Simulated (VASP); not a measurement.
The system is Pt.

```
Pt
1.0
    -2.45959    2.45959    1.34175
     2.45959   -2.45959    1.34175
     2.45959    2.45959   -1.34175
Pt
2
Direct
  0.00000 0.00000 0.00000
  0.75000 0.25000 0.50000
```

```yaml
Program: VASP 6.6.1
Task: relaxation of cell and atoms
Functional: PBE
Potentials_or_basis: VASP PAW PBE potentials, release 64 (Pt)
Cutoff: 600 eV
k_mesh: 8 × 8 × 8
Occupations: gaussian, width 0.1 eV
Spin: no spin polarisation
```

At the start: pressure 12.9 GPa; volume 16.23 Å³/atom.

**Question.** Where does the relaxation end?

**Answer.** Over 5 steps the energy falls by 34.2 meV/atom and the volume is 17.11 Å³/atom (+5.4 %); space group I4_1/amd (No. 141, to 0.1 Å) before and after.

The path:
```
step  energy change (eV)  largest force (eV/Å)  pressure (GPa)  volume (Å³)
   1              0.0000                0.0000           12.90        32.47
   2              0.2571                0.0000          -18.80        39.01
   3             -0.0682                0.0000           -0.53        34.34
   4             -0.0683                0.0000           -0.07        34.26
   5             -0.0683                0.0000            0.15        34.23
```

Final structure:
```cif
data_structure
_symmetry_space_group_name_H-M 'P 1'
_symmetry_Int_Tables_number 1
_cell_length_a 3.7968
_cell_length_b 3.7968
_cell_length_c 3.7968
_cell_angle_alpha 97.400
_cell_angle_beta 97.400
_cell_angle_gamma 137.936
_cell_volume 34.23
loop_
_atom_site_label
_atom_site_type_symbol
_atom_site_fract_x
_atom_site_fract_y
_atom_site_fract_z
_atom_site_occupancy
Pt1 Pt 0.00000 0.00000 0.00000 1
Pt2 Pt 0.75000 0.25000 0.50000 1
```
